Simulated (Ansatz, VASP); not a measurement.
# One calculation of SiC, two programs

Contents of INCAR:

```
PREC = Accurate
ENCUT = 520
EDIFF = 1E-8
ISMEAR = -1
SIGMA = 0.02
LREAL = Auto
LASPH = True
NELM = 80
ALGO = Normal
ISIF = 2
LWAVE = False
LCHARG = False
GGA = PE
LEFG = True
NBANDS = 46
```

Contents of KPOINTS:

```
regular mesh
0
Gamma
  10 10 2
```

POSCAR

```
SiC
1.0
    3.0771837018      0.0000000000      0.0000000000
   -1.5385918509      2.6649192579      0.0000000000
    0.0000000000      0.0000000000     20.1256313500
Si C
8 8
Direct
    0.3333333333      0.6666666667      0.8751989200
    0.3333333333      0.6666666667      0.6249876700
    0.0000000000      0.0000000000      0.0000875800
    0.6666666667      0.3333333333      0.7501047200
    0.6666666667      0.3333333333      0.3751989200
    0.3333333333      0.6666666667      0.2501047200
    0.0000000000      0.0000000000      0.5000875800
    0.6666666667      0.3333333333      0.1249876700
    0.3333333333      0.6666666667      0.3441316400
    0.6666666667      0.3333333333      0.2187168400
    0.6666666667      0.3333333333      0.8441316400
    0.0000000000      0.0000000000      0.5938484600
    0.3333333333      0.6666666667      0.9689261800
    0.0000000000      0.0000000000      0.0938484600
    0.3333333333      0.6666666667      0.7187168400
    0.6666666667      0.3333333333      0.4689261800
```

Input for Ansatz:

```yaml
crystal:
  lattice:
    - [3.0771837018, 0.0, 0.0]
    - [-1.5385918509, 2.6649192579, 0.0]
    - [0.0, 0.0, 20.12563135]
  atoms:
    - { symbol: Si, position: [0.3333333333, 0.6666666667, 0.87519892] }
    - { symbol: Si, position: [0.3333333333, 0.6666666667, 0.62498767] }
    - { symbol: Si, position: [0.0, 0.0, 8.758e-05] }
    - { symbol: Si, position: [0.6666666667, 0.3333333333, 0.75010472] }
    - { symbol: Si, position: [0.6666666667, 0.3333333333, 0.37519892] }
    - { symbol: Si, position: [0.3333333333, 0.6666666667, 0.25010472] }
    - { symbol: Si, position: [0.0, 0.0, 0.50008758] }
    - { symbol: Si, position: [0.6666666667, 0.3333333333, 0.12498767] }
    - { symbol: C, position: [0.3333333333, 0.6666666667, 0.34413164] }
    - { symbol: C, position: [0.6666666667, 0.3333333333, 0.21871684] }
    - { symbol: C, position: [0.6666666667, 0.3333333333, 0.84413164] }
    - { symbol: C, position: [0.0, 0.0, 0.59384846] }
    - { symbol: C, position: [0.3333333333, 0.6666666667, 0.96892618] }
    - { symbol: C, position: [0.0, 0.0, 0.09384846] }
    - { symbol: C, position: [0.3333333333, 0.6666666667, 0.71871684] }
    - { symbol: C, position: [0.6666666667, 0.3333333333, 0.46892618] }
kpoints:
  mp_grid: { grid: [10, 10, 2] }
scf:
  occupations: { method: fermi_dirac, width: 0.02 }
hamiltonian:
  xc: pbe
  pseudopotentials: { kind: paw, frozen_core: stored }
output:
  forces: true
  stress: true
  populations: true
  efg: {}
```

Alike in both runs: task electric field gradients; functional PBE; k mesh 10 × 10 × 2; occupations fermi-dirac, width 0.02 eV; no spin polarisation.

|  | VASP | Ansatz |
| --- | --- | --- |
| version | VASP 6.6.1 | Ansatz 0.2.0 |
| potentials or method | VASP PAW PBE potentials, release 64 (Si, C) | plane-wave PAW, scalar-relativistic |
| plane-wave cutoff (eV) | 520 | 420 |
| valence electrons in the cell | 64 | 64 |

```tsv
	VASP	Ansatz	Ansatz less VASP
gap on the k mesh at the Fermi level (eV)	1.77	1.77	+0.002
pressure (GPa)	3.9	3.9	+0.05
traceless stress, the component that is largest in VASP (GPa)	-0.06	-0.04	+0.017
rms of the force components (eV/Å)	0.005	0.003	-0.0018
size of Vzz on the site where it differs most (V/Å²)	2.0	1.9	-0.17
```

Atom by atom the forces differ by 0.003 eV/Å (rms over components). With one functional, cell and mesh, what is left measures potentials, basis and numerics.
